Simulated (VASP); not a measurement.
**Ru: single point with LDA**

Crystal: Ru.

```
Ru
1.0
     2.38799    0.00000    0.00000
    -1.19400    2.06806    0.00000
     0.00000    0.00000    3.81552
Ru
2
Direct
  0.33333 0.66667 0.25000
  0.66667 0.33333 0.75000
```

This cell differs from its parent crystal: volume scaled by 0.72, partial waves polarizable.

```
Program             : VASP 6.6.1
Task                : single point
Functional          : LDA
Potentials or basis : VASP PAW LDA potentials, release 64 (Ru_pv)
Cutoff              : 520 eV
k mesh              : 18 × 18 × 10
Occupations         : fermi-dirac, width 0.05 eV
Spin                : no spin polarisation
```

```yaml
Pressure: 262.6 GPa
Band_gap_on_the_k_mesh: zero (band 14 reaches 23.40 eV, above the bottom of band 15 at 17.84 eV)
```

Stress tensor (GPa, compression positive):
```
262.49   0.00   0.00
  0.00 262.49   0.00
  0.00   0.00 262.80
```

Levels at points of the mesh, in eV from the Fermi level:
| k point | band 12 | band 13 | band 14 | band 15 | band 16 | band 17 |
| --- | --- | --- | --- | --- | --- | --- |
| (0.00, 0.00, 0.00) | -3.35 | -3.35 | -2.31 | -2.31 | 1.93 | 1.93 |
| (0.50, 0.00, 0.00) | -2.42 | -2.05 | 2.71 | 3.44 | 3.44 | 6.90 |
| (0.00, 0.00, 0.50) | -4.75 | -3.73 | -3.73 | 0.99 | 0.99 | 0.99 |
| (0.50, 0.00, 0.50) | -1.83 | 0.99 | 0.99 | 3.14 | 3.14 | 5.59 |

Wall time 100 s on 1 thread of AMD EPYC 7R13 (shared host), peak memory 0.15 GiB.
